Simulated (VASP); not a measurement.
# PbSe (I4mm) in VASP: notebook, part 2 of 2

VASP 6.6.1. The steps go on from the part before.

**6. Single point, PBE (all Se atoms moved +0.188 Å, as atom 2 along Cartesian [1 0 0])**

Contents of INCAR:

```
PREC = Accurate ; ENCUT = 520
EDIFF = 1E-6 ; ISMEAR = 0
SIGMA = 0.03 ; LREAL = F
LASPH = T ; NELM = 60
ALGO = Normal ; ISIF = 2
LWAVE = F ; LCHARG = F
GGA = PE ; NBANDS = 17
```

Contents of KPOINTS:

```
Automatic mesh
0
Gamma
  10 10 10
```

Contents of POSCAR:

```
PbSe
1.0
    0.0000000000      3.0621500000      3.0621500000
    3.0621500000      0.0000000000      3.0621500000
    3.0621500000      3.0621500000      0.0000000000
Pb Se
1 1
Direct
    0.0000000000      0.0000000000      0.0000000000
    0.4693842562      0.5306157438      0.5306157438
```

Potentials or basis: VASP PAW PBE potentials, release 64 (Pb_d, Se).

Started as:

```
cat potpaw_PBE.64/Pb_d/POTCAR potpaw_PBE.64/Se/POTCAR > POTCAR
mpirun -np 1 vasp_std > vasp.out
```

OUTCAR:

```text
PREC = Accurate
   ENCUT = 520
   EDIFF = 1E-6
   ISMEAR = 0
   LREAL = F
   LASPH = T
   NELM = 60
   ISIF = 2
   GGA = PE

 ion  position               nearest neighbor table
   1  0.000  0.000  0.000-   2 2.87   2 3.07   2 3.07   2 3.07   2 3.07   2 3.25
   2  0.469  0.531  0.531-   1 2.87   1 3.07   1 3.07   1 3.07   1 3.07   1 3.25

  LATTYP: Found a face centered cubic cell.
 ALAT       =     6.1243000000

  Lattice vectors:

 A1 = (   0.0000000000,   3.0621500000,   3.0621500000)
 A2 = (   3.0621500000,   0.0000000000,   3.0621500000)
 A3 = (   3.0621500000,   3.0621500000,   0.0000000000)

Analysis of symmetry for initial positions (statically):
=====================================================================
 Subroutine PRICEL returns:
 Original cell was already a primitive cell.

 Routine SETGRP: Setting up the symmetry group for a
 face centered cubic supercell.

 Subroutine GETGRP returns: Found  8 space group operations
 (whereof  8 operations were pure point group operations)
 out of a pool of 48 trial point group operations.

The static configuration has the point symmetry C_4v.

Analysis of symmetry for dynamics (positions and initial velocities):
=====================================================================
 Subroutine PRICEL returns:
 Original cell was already a primitive cell.

 Routine SETGRP: Setting up the symmetry group for a
 face centered cubic supercell.

 Subroutine GETGRP returns: Found  8 space group operations
 (whereof  8 operations were pure point group operations)
 out of a pool of 48 trial point group operations.

The dynamic configuration has the point symmetry C_4v.

 Subroutine INISYM returns: Found  8 space group operations
 (whereof  8 operations are pure point group operations),
 and found     1 'primitive' translations

----------------------------------------------------------------------------------------

                                     Primitive cell

  volume of cell :      57.4261

  direct lattice vectors                    reciprocal lattice vectors
     0.000000000  3.062150000  3.062150000    -0.163283967  0.163283967  0.163283967
     3.062150000  0.000000000  3.062150000     0.163283967 -0.163283967  0.163283967
     3.062150000  3.062150000  0.000000000     0.163283967  0.163283967 -0.163283967

  length of vectors
     4.330534060  4.330534060  4.330534060     0.282816127  0.282816127  0.282816127

  position of ions in fractional coordinates (direct lattice)
     0.000000000  0.000000000  0.000000000
     0.469384256  0.530615744  0.530615744

  ion indices of the primitive-cell ions
   primitive index   ion index
                 1           1
                 2           2

----------------------------------------------------------------------------------------

 KPOINTS: Automatic mesh

Automatic generation of k-mesh.
 Grid dimensions read from file:
 generate k-points for:   10   10   10

 Generating k-lattice:

  Cartesian coordinates                     Fractional coordinates (reciprocal lattice)
    -0.016328397  0.016328397  0.016328397     0.100000000  0.000000000  0.000000000
     0.016328397 -0.016328397  0.016328397     0.000000000  0.100000000  0.000000000
     0.016328397  0.016328397 -0.016328397     0.000000000  0.000000000  0.100000000

  Length of vectors
     0.028281613  0.028281613  0.028281613

  Shift w.r.t. Gamma in fractional coordinates (k-lattice)
     0.000000000  0.000000000  0.000000000

 Subroutine IBZKPT returns following result:
 ===========================================

 Found    102 irreducible k-points:

 Following reciprocal coordinates:
            Coordinates               Weight
  0.000000  0.000000  0.000000      1.000000
  0.100000  0.000000  0.000000      8.000000
  0.200000  0.000000  0.000000      8.000000
  0.300000  0.000000  0.000000      8.000000
  0.400000  0.000000  0.000000      8.000000
  0.500000  0.000000  0.000000      4.000000
[... 16 lines left out ...]
 -0.100000  0.100000  0.000000      8.000000
  0.000000 -0.100000  0.100000      4.000000
 [... further k-points ...]
   k-points           NKPTS =    102   k-points in BZ     NKDIM =    102   number of bands    NBANDS=     17
   number of dos      NEDOS =    301   number of ions     NIONS =      2
   total plane-waves  NPLWV =  32768
   dimension x,y,z NGX =    32 NGY =   32 NGZ =   32
   dimension x,y,z NGXF=    64 NGYF=   64 NGZF=   64
   ions per type =               1   1
   NGX,Y,Z   is equivalent  to a cutoff of  12.28, 12.28, 12.28 a.u.
   NGXF,Y,Z  is equivalent  to a cutoff of  24.57, 24.57, 24.57 a.u.
 SYSTEM =  unknown system
   PREC   = accura    normal or accurate (medium, high low for compatibility)
   ISTART =      0    job   : 0-new  1-cont  2-samecut
   ICHARG =      2    charge: 1-file 2-atom 10-const
   ISPIN  =      1    spin polarized calculation?
   LNONCOLLINEAR =      F non collinear calculations
   LSORBIT =      F    spin-orbit coupling
   LASPH  =      T    aspherical Exc in radial PAW
   ENCUT  =  520.0 eV  38.22 Ry    6.18 a.u.   8.05  8.05  8.05*2*pi/ulx,y,z
   NELM   =     60;   NELMIN=  2; NELMDL= -5     # of ELM steps
   EDIFF  = 0.1E-05   stopping-criterion for ELM
   LREAL  =      F    real-space projection
   EDIFFG = 0.1E-04   stopping-criterion for IOM
   NSW    =      0    number of steps for IOM
   IBRION =     -1    ionic relax: 0-MD 1-quasi-New 2-CG
   NFREE  =      0    steps in history (QN), initial steepest desc. (CG)
   ISIF   =      2    stress and relaxation
   ISYM   =      2    0-nonsym 1-usesym 2-fastsym
   POTIM  = 0.5000    time-step for ionic-motion
   TEBEG  =    0.0;   TEEND  =   0.0 temperature during run
   PSTRESS=    0.0 pullay stress
   NELECT =      20.0000    total number of electrons
   NUPDOWN=      -1.0000    fix difference up-down
   EMIN   =  10.00;   EMAX   =-10.00  energy-range for DOS
   EFERMI =   0.00;   METHOD = LEGACY
   ISMEAR =     0;   SIGMA  =   0.03  broadening in eV -4-tet -1-fermi 0-gaus
   EFERMI_NEDOS =   21; number of points for ismear=-14 and -15
   IALGO  =     38    algorithm
   IMIX   =      4    mixing-type and parameters
     AMIX     =   0.40;   BMIX     =  1.00
     AMIX_MAG =   1.60;   BMIX_MAG =  1.00
  volume/ion in A,a.u.               =      28.71       193.77
  Fermi-wavevector in a.u.,A,eV,Ry     =   1.151812  2.176610 18.050462  1.326672
  Thomas-Fermi vector in A             =   2.288467
   LORBIT       =      0    0 simple, 1 ext, 2 COOP (PROOUT), +10 PAW based schemes
   GGA     = PE    functional components
   LHFCALC =     F    Hartree Fock is set to
   AEXX    =    0.0000 exact exchange contribution
   IVDW    =     0    specifies the selected vdW correction
   LEPSILON=     F    determine dielectric tensor
   LRPA    =     F    only Hartree local field effects (RPA)
 non-spin polarized calculation
 Gauss-broadening in eV      SIGMA  =   0.03
  energy-cutoff  :      520.00
  volume of cell :       57.43
 maximum number of plane-waves:      1572
   NGX = 17   NGY = 17   NGZ = 17

 number of electron      19.9999999 magnetization

 Free energy of the ion-electron system (eV)
  ---------------------------------------------------
  ext. energy  EPLUGINS =         0.00000000
  ---------------------------------------------------
  free energy    TOTEN  =        -8.16299588 eV

  energy without entropy =       -8.16299588  energy(sigma->0) =       -8.16299588

 E-fermi :   5.0916     XC(G=0):  -9.5156

 val. band max:        4.8942786706   @ k =   0.5000   0.0000   0.0000
 cond. band min:       5.5328270764   @ k =   0.5000   0.0000   0.0000
 fundamental gap:      0.6385484058
 Fermi energy:         5.0916482176

 k-point     1 :       0.0000    0.0000    0.0000
  band No.  band energies     occupation
      1     -11.7679      2.00000
      2     -11.7634      2.00000
      3     -11.7633      2.00000
      4     -11.7612      2.00000
      5     -11.7612      2.00000
      6      -8.5719      2.00000
[... 9 lines left out ...]
     16      11.7767      0.00000
     17      13.2293      0.00000
[... 441 lines left out ...]
 k-point    24 :       0.0000   -0.1000    0.1000
  band No.  band energies     occupation
      1     -11.7706      2.00000
      2     -11.7697      2.00000
      3     -11.7606      2.00000
      4     -11.7565      2.00000
      5     -11.7564      2.00000
      6      -8.3719      2.00000
[... 9 lines left out ...]
     16      12.5890      0.00000
     17      14.1006      0.00000

 [... further k-points ...]

------------------------ aborting loop because EDIFF is reached ----------------------------------------

  FORCE on cell =-STRESS in cart. coord.  units (eV):
  Direction    XX          YY          ZZ          XY          YZ          ZX
  --------------------------------------------------------------------------------------
  -------------------------------------------------------------------------------------
  Total        1.3818124      0.8372239      0.8372239      0.0000000      0.0000000      0.0000000
  in kB       38.5522987     23.3583858     23.3583858      0.0000000      0.0000000      0.0000000
  external PRESSURE =      28.4230234 kB  Pullay stress =       0.0000000 kB

 VOLUME and BASIS-vectors are now :
 -----------------------------------------------------------------------------
  energy-cutoff  :      520.00
  volume of cell :       57.43
      direct lattice vectors                 reciprocal lattice vectors
     0.000000000  3.062150000  3.062150000    -0.163283967  0.163283967  0.163283967
     3.062150000  0.000000000  3.062150000     0.163283967 -0.163283967  0.163283967
     3.062150000  3.062150000  0.000000000     0.163283967  0.163283967 -0.163283967

 POSITION                                       TOTAL-FORCE (eV/Angst)
 -----------------------------------------------------------------------------------
      0.00000      0.00000      0.00000         0.215630      0.000000      0.000000
      3.24965      3.06215      3.06215        -0.215630      0.000000      0.000000
 -----------------------------------------------------------------------------------
    total drift:                               -0.000058      0.000000      0.000000

  FREE ENERGIE OF THE ION-ELECTRON SYSTEM (eV)
  ---------------------------------------------------
  free  energy   TOTEN  =        -8.1629958761 eV

  energy  without entropy=       -8.1629958761  energy(sigma->0) =       -8.16299588
```

Run time: 1.9 min. Hardware: 1 thread of Intel Xeon 8259CL, shared host; peak memory 0.25 GiB.

Results:

```
Free energy            : -8.1630 eV
Pressure               : 2.8 GPa
Largest force          : 0.216 eV/Å
Band gap on the k mesh : 0.64 eV
```

Forces in eV/Å, atoms in the order of the input:
```
Pb   0.216  0.000  0.000
Se  -0.216  0.000  0.000
```

Caveat: the cell differs from its parent crystal (all Se atoms moved +0.188 Å, as atom 2 along Cartesian [1 0 0]); spin-orbit coupling is left out, which moves the levels of the heavy elements.

**7. Overview**

```csv
cell,gap on the mesh (eV),pressure (GPa),largest force (eV/Å)
"as given, atomic positions A",0.96,3.7,0.55
"as given, atomic positions B",0.74,3.1,0.30
"as given, atomic positions C",0.54,2.7,0.15
"as given, atomic positions D",0.85,3.4,0.42
"as given, atomic positions E",0.64,2.8,0.22
```

Alike in all rows: task single point; level PBE; potentials or basis VASP PAW PBE potentials, release 64 (Pb_d, Se); no spin polarisation; k mesh 10 × 10 × 10; cutoff (eV) 520; smearing gaussian 0.03 eV.

Caveats: spin-orbit coupling is left out, which moves the levels of the heavy elements; the cell stands under pressure (at least some runs).

Total energies depend on the potentials used, so only differences within one code and one set of settings carry meaning.
